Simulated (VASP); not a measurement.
# BaS (Fm-3m) in VASP: a series of runs, part 2 of 2

VASP 6.6.1. Earlier steps stand in the parts before.

## Step 3: Single point, PBE (34.53 Å³/atom)

This run uses another cell than the first one, of 34.53 Å³/atom.

Contents of INCAR:

```
PREC     = Accurate       # precision mode
ENCUT    = 520            # plane-wave cutoff, eV
EDIFF    = 1E-6           # SCF threshold, eV
ISMEAR   = -1             # smearing method
SIGMA    = 0.01           # smearing width, eV
LREAL    = False          # projectors in reciprocal space
LASPH    = True           # aspherical terms in the spheres
NELM     = 60             # most SCF steps
ALGO     = Normal         # electronic algorithm
ISIF     = 2              # what is computed and relaxed
LWAVE    = False          # write WAVECAR
LCHARG   = True           # write CHGCAR
GGA      = PE             # functional
LELF     = True           # ELF
LVHAR    = True         
NBANDS   = 15             # bands
```

Contents of KPOINTS:

```
Automatic mesh
0
Gamma
  7 7 7
```

Contents of POSCAR:

```
BaS
1.0
    0.0000000000      3.2563884516      3.2563884516
    3.2563884516      0.0000000000      3.2563884516
    3.2563884516      3.2563884516      0.0000000000
Ba S
1 1
Direct
    0.0000000000      0.0000000000      0.0000000000
    0.5000000000      0.5000000000      0.5000000000
```

Potentials or basis: VASP PAW PBE potentials, release 64 (Ba_sv, S).

On the command line:

```sh
> cat potpaw_PBE.64/Ba_sv/POTCAR potpaw_PBE.64/S/POTCAR > POTCAR
> mpirun -np 1 vasp_std > vasp.out
```

OUTCAR:

```text
PREC = Accurate
   ENCUT = 520
   EDIFF = 1E-6
   ISMEAR = -1
   LREAL = False
   LASPH = True
   NELM = 60
   ISIF = 2
   GGA = PE

 ion  position               nearest neighbor table
   1  0.000  0.000  0.000-   2 3.26   2 3.26   2 3.26   2 3.26   2 3.26   2 3.26
   2  0.500  0.500  0.500-   1 3.26   1 3.26   1 3.26   1 3.26   1 3.26   1 3.26

  LATTYP: Found a face centered cubic cell.
 ALAT       =     6.5127769032

  Lattice vectors:

 A1 = (   0.0000000000,   3.2563884516,   3.2563884516)
 A2 = (   3.2563884516,   0.0000000000,   3.2563884516)
 A3 = (   3.2563884516,   3.2563884516,   0.0000000000)

Analysis of symmetry for initial positions (statically):
=====================================================================
 Subroutine PRICEL returns:
 Original cell was already a primitive cell.

 Routine SETGRP: Setting up the symmetry group for a
 face centered cubic supercell.

 Subroutine GETGRP returns: Found 48 space group operations
 (whereof 48 operations were pure point group operations)
 out of a pool of 48 trial point group operations.

The static configuration has the point symmetry O_h .

Analysis of symmetry for dynamics (positions and initial velocities):
=====================================================================
 Subroutine PRICEL returns:
 Original cell was already a primitive cell.

 Routine SETGRP: Setting up the symmetry group for a
 face centered cubic supercell.

 Subroutine GETGRP returns: Found 48 space group operations
 (whereof 48 operations were pure point group operations)
 out of a pool of 48 trial point group operations.

The dynamic configuration has the point symmetry O_h .

 Subroutine INISYM returns: Found 48 space group operations
 (whereof 48 operations are pure point group operations),
 and found     1 'primitive' translations

----------------------------------------------------------------------------------------

                                     Primitive cell

  volume of cell :      69.0619

  direct lattice vectors                    reciprocal lattice vectors
     0.000000000  3.256388452  3.256388452    -0.153544335  0.153544335  0.153544335
     3.256388452  0.000000000  3.256388452     0.153544335 -0.153544335  0.153544335
     3.256388452  3.256388452  0.000000000     0.153544335  0.153544335 -0.153544335

  length of vectors
     4.605228713  4.605228713  4.605228713     0.265946590  0.265946590  0.265946590

  position of ions in fractional coordinates (direct lattice)
     0.000000000  0.000000000  0.000000000
     0.500000000  0.500000000  0.500000000

  ion indices of the primitive-cell ions
   primitive index   ion index
                 1           1
                 2           2

----------------------------------------------------------------------------------------

 KPOINTS: Automatic mesh

Automatic generation of k-mesh.
 Grid dimensions read from file:
 generate k-points for:    7    7    7

 Generating k-lattice:

  Cartesian coordinates                     Fractional coordinates (reciprocal lattice)
    -0.021934905  0.021934905  0.021934905     0.142857143  0.000000000  0.000000000
     0.021934905 -0.021934905  0.021934905     0.000000000  0.142857143  0.000000000
     0.021934905  0.021934905 -0.021934905     0.000000000  0.000000000  0.142857143

  Length of vectors
     0.037992370  0.037992370  0.037992370
[... 32 lines left out ...]
   number of dos      NEDOS =    301   number of ions     NIONS =      2
   total plane-waves  NPLWV =  46656
   dimension x,y,z NGX =    36 NGY =   36 NGZ =   36
   dimension x,y,z NGXF=    72 NGYF=   72 NGZF=   72
   ions per type =               1   1
   NGX,Y,Z   is equivalent  to a cutoff of  13.00, 13.00, 13.00 a.u.
   NGXF,Y,Z  is equivalent  to a cutoff of  25.99, 25.99, 25.99 a.u.
 SYSTEM =  unknown system
   PREC   = accura    normal or accurate (medium, high low for compatibility)
   ISTART =      0    job   : 0-new  1-cont  2-samecut
   ICHARG =      2    charge: 1-file 2-atom 10-const
   ISPIN  =      1    spin polarized calculation?
   LNONCOLLINEAR =      F non collinear calculations
   LSORBIT =      F    spin-orbit coupling
   LASPH  =      T    aspherical Exc in radial PAW
   ENCUT  =  520.0 eV  38.22 Ry    6.18 a.u.   8.56  8.56  8.56*2*pi/ulx,y,z
   NELM   =     60;   NELMIN=  2; NELMDL= -5     # of ELM steps
   EDIFF  = 0.1E-05   stopping-criterion for ELM
   LREAL  =      F    real-space projection
   EDIFFG = 0.1E-04   stopping-criterion for IOM
   NSW    =      0    number of steps for IOM
   IBRION =     -1    ionic relax: 0-MD 1-quasi-New 2-CG
   NFREE  =      0    steps in history (QN), initial steepest desc. (CG)
   ISIF   =      2    stress and relaxation
   ISYM   =      2    0-nonsym 1-usesym 2-fastsym
   POTIM  = 0.5000    time-step for ionic-motion
   TEBEG  =    0.0;   TEEND  =   0.0 temperature during run
   PSTRESS=    0.0 pullay stress
   NELECT =      16.0000    total number of electrons
   NUPDOWN=      -1.0000    fix difference up-down
   EMIN   =  10.00;   EMAX   =-10.00  energy-range for DOS
   EFERMI =   0.00;   METHOD = LEGACY
   ISMEAR =    -1;   SIGMA  =   0.01  broadening in eV -4-tet -1-fermi 0-gaus
   EFERMI_NEDOS =   21; number of points for ismear=-14 and -15
   IALGO  =     38    algorithm
   IMIX   =      4    mixing-type and parameters
     AMIX     =   0.40;   BMIX     =  1.00
     AMIX_MAG =   1.60;   BMIX_MAG =  1.00
  volume/ion in A,a.u.               =      34.53       233.03
  Fermi-wavevector in a.u.,A,eV,Ry     =   1.005469  1.900061 13.755049  1.010968
  Thomas-Fermi vector in A             =   2.138150
   LORBIT       =      0    0 simple, 1 ext, 2 COOP (PROOUT), +10 PAW based schemes
   GGA     = PE    functional components
   LHFCALC =     F    Hartree Fock is set to
   AEXX    =    0.0000 exact exchange contribution
   IVDW    =     0    specifies the selected vdW correction
   LEPSILON=     F    determine dielectric tensor
   LRPA    =     F    only Hartree local field effects (RPA)
 non-spin polarized calculation
  energy-cutoff  :      520.00
  volume of cell :       69.06
 maximum number of plane-waves:      1875
 NGX is ok and might be reduce to    36
   NGX = 17   NGY = 17   NGZ = 17

 number of electron      16.0000000 magnetization

 Free energy of the ion-electron system (eV)
  ---------------------------------------------------
  ext. energy  EPLUGINS =         0.00000000
  ---------------------------------------------------
  free energy    TOTEN  =       -10.18861303 eV

  energy without entropy =      -10.18861303  energy(sigma->0) =      -10.18861303

 E-fermi :   1.3699     XC(G=0):  -8.3864

 val. band max:        1.1625152500   @ k =   0.0000   0.0000   0.0000
 cond. band min:       3.4150088675   @ k =   0.4286   0.4286   0.0000
 fundamental gap:      2.2524936175
 Fermi energy:         1.3698661045

 k-point     1 :       0.0000    0.0000    0.0000
  band No.  band energies     occupation
      1     -25.1031      2.00000
      2     -10.1635      2.00000
      3     -10.1635      2.00000
      4     -10.1635      2.00000
      5      -9.1107      2.00000
      6       1.1625      2.00000
      7       1.1625      2.00000
      8       1.1625      2.00000
      9       4.4850      0.00000
     10       5.0157      0.00000
     11       5.0157      0.00000
     12       5.0157      0.00000
     13       5.8817      0.00000
     14       5.8817      0.00000
[... 329 lines left out ...]
      2     -10.6418      2.00000
      3     -10.4524      2.00000
      4     -10.3330      2.00000
      5      -8.5861      2.00000
      6       0.1025      2.00000
      7       0.5813      2.00000
      8       0.6167      2.00000
      9       5.0569      0.00000
     10       5.9100      0.00000
     11       7.2728      0.00000
     12       7.9676      0.00000
     13       8.1014      0.00000
     14       9.8500      0.00000
     15      10.9648      0.00000

------------------------ aborting loop because EDIFF is reached ----------------------------------------

  FORCE on cell =-STRESS in cart. coord.  units (eV):
  Direction    XX          YY          ZZ          XY          YZ          ZX
  --------------------------------------------------------------------------------------
  -------------------------------------------------------------------------------------
  Total       -0.4405175     -0.4405175     -0.4405175      0.0000000      0.0000000     -0.0000000
  in kB      -10.2196288    -10.2196288    -10.2196288      0.0000000      0.0000000     -0.0000000
  external PRESSURE =     -10.2196288 kB  Pullay stress =       0.0000000 kB

 VOLUME and BASIS-vectors are now :
 -----------------------------------------------------------------------------
  energy-cutoff  :      520.00
  volume of cell :       69.06
      direct lattice vectors                 reciprocal lattice vectors
     0.000000000  3.256388452  3.256388452    -0.153544335  0.153544335  0.153544335
     3.256388452  0.000000000  3.256388452     0.153544335 -0.153544335  0.153544335
     3.256388452  3.256388452  0.000000000     0.153544335  0.153544335 -0.153544335

 POSITION                                       TOTAL-FORCE (eV/Angst)
 -----------------------------------------------------------------------------------
      0.00000      0.00000      0.00000        -0.000000     -0.000000     -0.000000
      3.25639      3.25639      3.25639         0.000000      0.000000      0.000000
 -----------------------------------------------------------------------------------
    total drift:                                0.000000      0.000000      0.000000

  FREE ENERGIE OF THE ION-ELECTRON SYSTEM (eV)
  ---------------------------------------------------
  free  energy   TOTEN  =       -10.1886130274 eV

  energy  without entropy=      -10.1886130274  energy(sigma->0) =      -10.18861303
```

Wall time 16 s (1 thread of Intel Xeon Platinum 8488C (Sapphire Rapids), shared host); peak memory 0.21 GiB.

Results:

| Item | Value |
| --- | --- |
| Free energy | -10.1886 eV |
| Pressure | -1.0 GPa |
| Band gap on the k mesh | 2.25 eV (least direct gap 2.42 eV) |

Caveat: spin-orbit coupling is left out, which moves the levels of the heavy elements; an odd mesh through Γ misses points on the zone boundary, where band edges can lie.

## Step 4: Single point, PBE

This run uses another cell than the first one, of 32.58 Å³/atom.

Contents of INCAR:

```
SYSTEM = BaS
ALGO = Normal ; EDIFF = 1E-7
ENCUT = 520 ; GGA = PE
ISIF = 2 ; ISMEAR = -1
LASPH = .TRUE. ; LCHARG = .FALSE.
LREAL = .FALSE. ; LWAVE = .FALSE.
NBANDS = 15 ; NELM = 100
PREC = Accurate ; SIGMA = 0.01
```

Contents of KPOINTS:

```
k-points
0
G
  7 7 7
  0 0 0
```

Contents of POSCAR:

```
BaS
1.0
    0.0000000000      3.1937500000      3.1937500000
    3.1937500000      0.0000000000      3.1937500000
    3.1937500000      3.1937500000      0.0000000000
Ba S
1 1
Direct
    0.0000000000      0.0000000000      0.0000000000
    0.5000000000      0.5000000000      0.5000000000
```

On the command line:

```sh
> cat potpaw_PBE.64/Ba_sv/POTCAR potpaw_PBE.64/S/POTCAR > POTCAR
> mpirun -np 1 vasp_std > vasp.out
```

It took 36 s on 1 thread of Intel Xeon 8259CL, shared host; peak memory 0.21 GiB.

Results (log left out):

```
Free energy            : -10.1847 eV
Pressure               : 1.4 GPa
Band gap on the k mesh : 2.17 eV (least direct gap 2.31 eV)
```

Levels at points of the mesh, in eV from the valence-band top:
```tsv
k point	band 4	band 5	band 6	band 7	band 8	band 9	band 10	band 11	band 12	band 13
(0.00, 0.00, 0.00)	-11.13	-10.36	0.00	0.00	0.00	3.60	3.87	3.87	3.87	4.79
```

Caveat: spin-orbit coupling is left out, which moves the levels of the heavy elements; an odd mesh through Γ misses points on the zone boundary, where band edges can lie.

## Step 5: Single point, PBE, non-collinear spin, zero start, spin-orbit coupling

This run uses another cell than the first one, of 32.58 Å³/atom.

Contents of INCAR:

```
PREC = Accurate ; ENCUT = 520
EDIFF = 1E-7 ; ISMEAR = -1
SIGMA = 0.01 ; LREAL = False
LASPH = True ; NELM = 150
ALGO = Normal ; ISIF = 2
LWAVE = False ; LCHARG = False
LNONCOLLINEAR = True ; MAGMOM = 0 0 0 0 0 0
LORBIT = 11 ; LSORBIT = True
GGA_COMPAT = False ; LORBMOM = True
GGA = PE ; NBANDS = 28
```

Contents of KPOINTS:

```
regular mesh
0
Gamma
  7 7 7
```

POSCAR is that of step 4.

On the command line:

```sh
> cat potpaw_PBE.64/Ba_sv/POTCAR potpaw_PBE.64/S/POTCAR > POTCAR
> mpirun -np 1 vasp_ncl > vasp.out
```

Run time: 3.3 min. Hardware: 1 thread of Intel Xeon 8259CL, shared host; peak memory 0.4 GiB.

The run converged. Its results:

- Free energy: -10.3801 eV
- Pressure: 1.4 GPa
- Net moment: 0.00 μB per cell
- Valence electrons inside the program's atomic spheres: Ba 7.91; S 3.75

Moments on the atoms (μB; x, y, z):
```
Ba  0.00 0.00 0.00
S   0.00 0.00 0.00
```

## Step 6: Overview

```csv
spin,cell,gap on the mesh (eV),pressure (GPa)
off,"a = 4.561 Å, angles 60.0°, 2 atoms",2.21,0.1
off,"a = 4.605 Å, angles 60.0°, 2 atoms",2.25,-1.0
off,"a = 4.517 Å, angles 60.0°, 2 atoms",2.17,1.4
"non-collinear, zero start, SOC","a = 4.517 Å, angles 60.0°, 2 atoms",-,1.4
```

Alike in all rows: task single point; level PBE; potentials or basis VASP PAW PBE potentials, release 64 (Ba_sv, S); k mesh 7 × 7 × 7; cutoff (eV) 520; smearing fermi-dirac 0.01 eV.

Caveats: spin-orbit coupling is left out, which moves the levels of the heavy elements (at least some runs); an odd mesh through Γ misses points on the zone boundary, where band edges can lie (at least some runs).

Absolute energies hang on the potentials; compare differences alone.
